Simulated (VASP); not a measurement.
# NiO (Fm-3m) in VASP: settings compared, part 2 of 2

VASP 6.6.1. Earlier steps stand in the parts before.

**5. Single point, r2SCAN+D3(BJ), collinear spin, ferromagnetic start**

This run uses another cell than the first one, of 8.89 Å³/atom, 1.031 times its volume.

File POSCAR:

```
NiO
1.0
    0.0000000000      2.0719018797      2.0719018797
    2.0719018797      0.0000000000      2.0719018797
    2.0719018797      2.0719018797      0.0000000000
Ni O
1 1
Direct
    0.0000000000      0.0000000000      0.0000000000
    0.5000000000      0.5000000000      0.5000000000
```

File INCAR.step1:

```
  PREC = Accurate
  ENCUT = 520
  ISMEAR = -1
  SIGMA = 0.05
  LREAL = F
  LASPH = T
  NELM = 150
  ISPIN = 2
  MAGMOM = 1 0
  LMAXMIX = 4
  NBANDS = 19
  GGA = PE
  ALGO = Normal
  EDIFF = 1E-4
  LWAVE = T
  LCHARG = F
```

File INCAR.step2:

```
  PREC = Accurate
  ENCUT = 520
  EDIFF = 1E-6
  ISMEAR = -1
  SIGMA = 0.05
  LREAL = F
  LASPH = T
  NELM = 150
  ALGO = Normal
  ISIF = 2
  LWAVE = F
  LCHARG = T
  ISPIN = 2
  MAGMOM = 1 0
  LORBIT = 11
  LMAXMIX = 4
  METAGGA = R2SCAN
  LMIXTAU = T
  IVDW = 12
  VDW_S6 = 1.0
  VDW_S8 = 0.78981345
  VDW_A1 = 0.49484001
  VDW_A2 = 5.73083694
  LELF = T
  LVHAR = T
  NBANDS = 19
  ISTART = 1
```

File KPOINTS:

```
regular mesh
0
Gamma
  11 11 11
```

Potentials or basis: VASP PAW PBE potentials, release 64 (Ni, O).

Command:

```console
$ cat potpaw_PBE.64/Ni/POTCAR potpaw_PBE.64/O/POTCAR > POTCAR
$ cp INCAR.step1 INCAR
$ mpirun -np 1 vasp_std > vasp.out
$ cp INCAR.step2 INCAR
$ mpirun -np 1 vasp_std > vasp.out
```

OUTCAR:

```text
PREC = Accurate
   ENCUT = 520
   EDIFF = 1E-6
   ISMEAR = -1
   LREAL = F
   LASPH = T
   NELM = 150
   ISIF = 2
   ISPIN = 2
   LORBIT = 11
   METAGGA = R2SCAN
   IVDW = 12
   ISTART = 1
 IVDW          = 12

 ion  position               nearest neighbor table
   1  0.000  0.000  0.000-   2 2.07   2 2.07   2 2.07   2 2.07   2 2.07   2 2.07
   2  0.500  0.500  0.500-   1 2.07   1 2.07   1 2.07   1 2.07   1 2.07   1 2.07

  LATTYP: Found a face centered cubic cell.
 ALAT       =     4.1438037594

  Lattice vectors:
[... 1275 lines left out ...]
  in kB      62.83673    62.83673    62.83673     0.00000     0.00000    -0.00000
  external pressure =       62.84 kB  Pullay stress =        0.00 kB

 VOLUME and BASIS-vectors are now :
 -----------------------------------------------------------------------------
  energy-cutoff  :      520.00
  volume of cell :       17.79
      direct lattice vectors                 reciprocal lattice vectors
     0.000000000  2.071901880  2.071901880    -0.241324169  0.241324169  0.241324169
     2.071901880  0.000000000  2.071901880     0.241324169 -0.241324169  0.241324169
     2.071901880  2.071901880  0.000000000     0.241324169  0.241324169 -0.241324169

 POSITION                                       TOTAL-FORCE (eV/Angst)
 -----------------------------------------------------------------------------------
      0.00000      0.00000      0.00000        -0.000000     -0.000000      0.000000
      2.07190      2.07190      2.07190         0.000000      0.000000     -0.000000
 -----------------------------------------------------------------------------------
    total drift:                                0.000000     -0.000000     -0.000000

  FREE ENERGIE OF THE ION-ELECTRON SYSTEM (eV)
  ---------------------------------------------------
  free  energy   TOTEN  =       -20.3524036158 eV

  energy  without entropy=      -20.3523926228  energy(sigma->0) =      -20.35239812

 total charge

# of ion       s       p       d       tot
------------------------------------------
    1        0.345   0.439   8.190   8.974
    2        1.555   3.510   0.000   5.065
--------------------------------------------------
tot          1.900   3.949   8.190  14.039

 magnetization (x)

# of ion       s       p       d       tot
------------------------------------------
    1        0.011   0.013   1.666   1.690
    2        0.029   0.250   0.000   0.279
--------------------------------------------------
tot          0.041   0.262   1.666   1.969
```

OUTCAR.step1:

```text
PREC = Accurate
   ENCUT = 520
   ISMEAR = -1
   LREAL = F
   LASPH = T
   NELM = 150
[... 1296 lines left out ...]
 -----------------------------------------------------------------------------------
      0.00000      0.00000      0.00000         0.000000      0.000000      0.000000
      2.07190      2.07190      2.07190         0.000000      0.000000      0.000000
 -----------------------------------------------------------------------------------
    total drift:                                0.000000     -0.000000     -0.000000

  FREE ENERGIE OF THE ION-ELECTRON SYSTEM (eV)
  ---------------------------------------------------
  free  energy   TOTEN  =       -11.4573946885 eV

  energy  without entropy=      -11.4456704955  energy(sigma->0) =      -11.45153259
```

Run time: 3.4 min. Hardware: 1 thread of Intel Xeon 8259CL, shared host; peak memory 0.19 GiB.

Results:

```
Free energy                                           : -20.3524 eV
Pressure                                              : 6.3 GPa
Band gap on the k mesh                                : 0.67 eV, indirect (least direct gap 1.67 eV)
Net moment                                            : 2.00 μB per cell
Site moments                                          : Ni +1.69; O +0.28 μB
Valence electrons inside the program's atomic spheres : Ni 8.97; O 5.07
Dispersion energy per atom                            : -0.128 eV
```

Levels at points of the mesh, in eV from the valence-band top:
Spin up:
| k point | band 6 | band 7 | band 8 | band 9 | band 10 | band 11 | band 12 | band 13 |
| --- | --- | --- | --- | --- | --- | --- | --- | --- |
| (0.00, 0.00, 0.00) | -3.16 | -2.91 | -2.91 | -2.91 | 2.32 | 18.90 | 19.85 | 19.85 |
Spin down:
| k point | band 3 | band 4 | band 5 | band 6 | band 7 | band 8 | band 9 | band 10 | band 11 | band 12 |
| --- | --- | --- | --- | --- | --- | --- | --- | --- | --- | --- |
| (0.00, 0.00, 0.00) | -2.28 | -2.28 | -2.22 | -2.22 | -2.22 | 0.67 | 0.67 | 2.89 | 18.99 | 20.19 |

Caveat: the PAW data sets were made with another functional, which shifts forces and pressure a little; a cell with one magnetic atom can't hold antiferromagnetic order, which such compounds often take. r2SCAN opens gaps a little over a GGA but as a rule still falls short of measured ones.

**6. Single point, r2SCAN+D3(BJ), collinear spin, ferromagnetic start**

This run uses another cell than the first one, of 9.08 Å³/atom, 1.052 times its volume.

File POSCAR:

```
NiO
1.0
    0.0000000000      2.0859016414      2.0859016414
    2.0859016414      0.0000000000      2.0859016414
    2.0859016414      2.0859016414      0.0000000000
Ni O
1 1
Direct
    0.0000000000      0.0000000000      0.0000000000
    0.5000000000      0.5000000000      0.5000000000
```

File INCAR.step1:

```
PREC = Accurate ; ENCUT = 520
ISMEAR = -1 ; SIGMA = 0.05
LREAL = F ; LASPH = T
NELM = 150 ; ISPIN = 2
MAGMOM = 1 0 ; LMAXMIX = 4
NBANDS = 19 ; GGA = PE
ALGO = Normal ; EDIFF = 1E-4
LWAVE = T ; LCHARG = F
```

File INCAR.step2:

```
PREC = Accurate ; ENCUT = 520
EDIFF = 1E-6 ; ISMEAR = -1
SIGMA = 0.05 ; LREAL = F
LASPH = T ; NELM = 150
ALGO = Normal ; ISIF = 2
LWAVE = F ; LCHARG = F
ISPIN = 2 ; MAGMOM = 1 0
LORBIT = 11 ; LMAXMIX = 4
METAGGA = R2SCAN ; LMIXTAU = T
IVDW = 12 ; VDW_S6 = 1.0
VDW_S8 = 0.78981345 ; VDW_A1 = 0.49484001
VDW_A2 = 5.73083694 ; NBANDS = 19
ISTART = 1
```

File KPOINTS:

```
Automatic mesh
0
Gamma
  11 11 11
```

Potentials or basis: VASP PAW PBE potentials, release 64 (Ni, O).

Command:

```console
$ cat potpaw_PBE.64/Ni/POTCAR potpaw_PBE.64/O/POTCAR > POTCAR
$ cp INCAR.step1 INCAR
$ mpirun -np 1 vasp_std > vasp.out
$ cp INCAR.step2 INCAR
$ mpirun -np 1 vasp_std > vasp.out
```

OUTCAR:

```text
PREC = Accurate
   ENCUT = 520
   EDIFF = 1E-6
   ISMEAR = -1
   LREAL = F
   LASPH = T
   NELM = 150
   ISIF = 2
   ISPIN = 2
   LORBIT = 11
   METAGGA = R2SCAN
   IVDW = 12
   ISTART = 1
 IVDW          = 12

 ion  position               nearest neighbor table
   1  0.000  0.000  0.000-   2 2.09   2 2.09   2 2.09   2 2.09   2 2.09   2 2.09
   2  0.500  0.500  0.500-   1 2.09   1 2.09   1 2.09   1 2.09   1 2.09   1 2.09

  LATTYP: Found a face centered cubic cell.
 ALAT       =     4.1718032828

  Lattice vectors:
[... 1275 lines left out ...]
  in kB      12.38065    12.38065    12.38065     0.00000     0.00000    -0.00000
  external pressure =       12.38 kB  Pullay stress =        0.00 kB

 VOLUME and BASIS-vectors are now :
 -----------------------------------------------------------------------------
  energy-cutoff  :      520.00
  volume of cell :       18.15
      direct lattice vectors                 reciprocal lattice vectors
     0.000000000  2.085901641  2.085901641    -0.239704495  0.239704495  0.239704495
     2.085901641  0.000000000  2.085901641     0.239704495 -0.239704495  0.239704495
     2.085901641  2.085901641  0.000000000     0.239704495  0.239704495 -0.239704495

 POSITION                                       TOTAL-FORCE (eV/Angst)
 -----------------------------------------------------------------------------------
      0.00000      0.00000      0.00000         0.000000      0.000000      0.000000
      2.08590      2.08590      2.08590         0.000000     -0.000000      0.000000
 -----------------------------------------------------------------------------------
    total drift:                                0.000000     -0.000000     -0.000000

  FREE ENERGIE OF THE ION-ELECTRON SYSTEM (eV)
  ---------------------------------------------------
  free  energy   TOTEN  =       -20.3613008729 eV

  energy  without entropy=      -20.3612948700  energy(sigma->0) =      -20.36129787

 total charge

# of ion       s       p       d       tot
------------------------------------------
    1        0.338   0.422   8.175   8.935
    2        1.555   3.498   0.000   5.053
--------------------------------------------------
tot          1.893   3.920   8.175  13.988

 magnetization (x)

# of ion       s       p       d       tot
------------------------------------------
    1        0.011   0.012   1.669   1.692
    2        0.028   0.248   0.000   0.277
--------------------------------------------------
tot          0.040   0.260   1.669   1.969
```

OUTCAR.step1:

```text
PREC = Accurate
   ENCUT = 520
   ISMEAR = -1
   LREAL = F
   LASPH = T
   NELM = 150
[... 1296 lines left out ...]
 -----------------------------------------------------------------------------------
      0.00000      0.00000      0.00000         0.000000      0.000000      0.000000
      2.08590      2.08590      2.08590        -0.000000      0.000000     -0.000000
 -----------------------------------------------------------------------------------
    total drift:                                0.000000     -0.000000     -0.000000

  FREE ENERGIE OF THE ION-ELECTRON SYSTEM (eV)
  ---------------------------------------------------
  free  energy   TOTEN  =       -11.4736052501 eV

  energy  without entropy=      -11.4620245437  energy(sigma->0) =      -11.46781490
```

OSZICAR.step1:

```text
N       E                     dE             d eps       ncg     rms          rms(c)
DAV:   1     0.839791947497E+02    0.83979E+02   -0.70111E+03  4536   0.103E+03
DAV:   2    -0.850033644852E+01   -0.92480E+02   -0.80732E+02  4371   0.235E+02
DAV:   3    -0.136039985852E+02   -0.51037E+01   -0.48109E+01  4888   0.555E+01
DAV:   4    -0.136506697988E+02   -0.46671E-01   -0.46606E-01  4699   0.521E+00
DAV:   5    -0.136514107708E+02   -0.74097E-03   -0.74088E-03  4895   0.646E-01    0.141E+01
DAV:   6    -0.128219426485E+02    0.82947E+00   -0.10716E+01  5588   0.573E+01    0.166E+01
DAV:   7    -0.114945017820E+02    0.13274E+01   -0.45413E+00  5437   0.473E+01    0.594E+00
DAV:   8    -0.114603892481E+02    0.34113E-01   -0.21677E-01  5547   0.806E+00    0.341E+00
DAV:   9    -0.114714253770E+02   -0.11036E-01   -0.36748E-02  5912   0.313E+00    0.107E+00
DAV:  10    -0.114735797494E+02   -0.21544E-02   -0.66613E-03  5915   0.925E-01    0.352E-01
DAV:  11    -0.114736052501E+02   -0.25501E-04   -0.54249E-04  5558   0.478E-01
   1 F= -.11473605E+02 E0= -.11467815E+02  d E =-.115807E-01  mag=     1.6831
```

It took 3.2 min on 1 thread of Intel Xeon 8259CL, shared host; peak memory 0.19 GiB.

What came out:

- Free energy: -20.3613 eV
- Pressure: 1.2 GPa
- Band gap on the k mesh: 0.74 eV, indirect (least direct gap 1.70 eV)
- Net moment: 2.00 μB per cell
- Site moments: Ni +1.69; O +0.28 μB
- Valence electrons inside the program's atomic spheres: Ni 8.94; O 5.05
- Dispersion energy per atom: -0.126 eV

Caveat: the PAW data sets were made with another functional, which shifts forces and pressure a little; a cell with one magnetic atom can't hold antiferromagnetic order, which such compounds often take.

**7. Overview**

```csv
level,cell,gap on the mesh (eV),pressure (GPa),moment (μB)
PBEsol+D4,"a = 2.901 Å, angles 60.0°, 2 atoms",none,-2.5,0.77
r2SCAN+D3(BJ),"a = 2.890 Å, angles 60.0°, 2 atoms",0.51,17.5,2.00
r2SCAN+D3(BJ),"a = 2.910 Å, angles 60.0°, 2 atoms",0.59,11.7,2.00
r2SCAN+D3(BJ),"a = 2.930 Å, angles 60.0°, 2 atoms",0.67,6.3,2.00
r2SCAN+D3(BJ),"a = 2.950 Å, angles 60.0°, 2 atoms",0.74,1.2,2.00
```

Alike in all rows: task single point; potentials or basis VASP PAW PBE potentials, release 64 (Ni, O); spin collinear, ferromagnetic start; k mesh 11 × 11 × 11; cutoff (eV) 520; smearing fermi-dirac 0.05 eV.

Caveats: the PAW data sets were made with another functional, which shifts forces and pressure a little; a cell with one magnetic atom can't hold antiferromagnetic order, which such compounds often take; semilocal functionals often make such compounds metallic where correlation or magnetic order opens a gap, which also shifts bond lengths (some runs); pairwise dispersion overbinds metals, which lowers pressure and volume (some runs).

Absolute energies hang on the potentials; compare differences alone.

**8. Against experiment**

Step 2. Against the measured gap of NiO, 4.3 eV (quoted in “Local correlations, non-local screening, multiplets, and band formation in NiO”, 2012, arxiv:1210.6675), the calculated 0.00 eV is off by -4.30 eV. So large a miss can be the level of theory's own, or it may mean another phase, state or a wrong row. The value is that of PBEsol+D4 on a finite k mesh, which can miss the band edges, without temperature or zero-point motion. Semilocal functionals fall short of measured gaps as a rule. The run's magnetic order (collinear spin, ferromagnetic start) needn't be the measured crystal's.
